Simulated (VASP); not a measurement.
Wanted: the native input for a VASP 6.6.1 run.

```yaml
Task: single point
Functional: PBE
Potentials_or_basis: VASP PAW PBE potentials, release 64 (Ga_d, As)
Cutoff: 520 eV
k_mesh: 12 × 12 × 12
Occupations: gaussian, width 0.02 eV
Spin: no spin polarisation
Dipole_correction: no
Further_INCAR_settings: ALGO = Normal; EDIFF = 1e-06; NBANDS = 16
```

The structure of GaAs lies in POSCAR:

```
GaAs
1.0
    0.0000000000      2.8268500000      2.8268500000
    2.8268500000      0.0000000000      2.8268500000
    2.8268500000      2.8268500000      0.0000000000
Ga As
1 1
Direct
    0.0000000000      0.0000000000      0.0000000000
    0.2500000000      0.2500000000      0.2500000000
```

The input as run:

INCAR

```
SYSTEM = GaAs
ALGO = Normal ; EDIFF = 1E-6
ENCUT = 520 ; GGA = PE
ISIF = 2 ; ISMEAR = 0
LASPH = .TRUE. ; LCHARG = .FALSE.
LREAL = .FALSE. ; LWAVE = .FALSE.
NBANDS = 16 ; NELM = 100
PREC = Accurate ; SIGMA = 0.02
```

KPOINTS

```
k-points
0
G
  12 12 12
  0 0 0
```

Potentials or basis: VASP PAW PBE potentials, release 64 (Ga_d, As).

Launch:

```console
$ cat potpaw_PBE.64/Ga_d/POTCAR potpaw_PBE.64/As/POTCAR > POTCAR
$ mpirun -np 1 vasp_std > vasp.out
```

It gave:

```
Pressure               : 3.5 GPa
Band gap on the k mesh : 0.52 eV, direct
```

It took 20 s on 1 thread of Intel(R) Xeon(R) 6975P-C (Granite Rapids), on a shared host, peak memory 0.2 GiB.
